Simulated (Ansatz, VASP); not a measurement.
# K2S in VASP and in Ansatz

```
K S
1.0
     0.00000    3.69057    3.69057
     3.69057    0.00000    3.69057
     3.69057    3.69057    0.00000
K S
2 1
Direct
  0.25000 0.25000 0.25000
  0.75000 0.75000 0.75000
  0.00000 0.00000 0.00000
```

Alike in both runs: task single point; functional PBEsol; k mesh 6 × 6 × 6; occupations gaussian, width 0.05 eV; no spin polarisation.

|  | VASP | Ansatz |
| --- | --- | --- |
| version | VASP 6.6.1 | Ansatz 0.2.0 |
| potentials or method | VASP PAW PBE potentials, release 64 (K_sv, S), cutoff 500 eV | scalar-relativistic, plane waves, PAW |
| valence electrons in the cell | 24 | 24 |

```csv
,VASP,Ansatz,Ansatz less VASP
gap on the k mesh at the Fermi level (eV),2.30,2.30,+0.002
least direct gap on the mesh (eV),2.51,2.51,+0.003
pressure (GPa),-0.3,-0.3,-0.04
```

VASP's potentials were made for PBE, not for PBEsol.
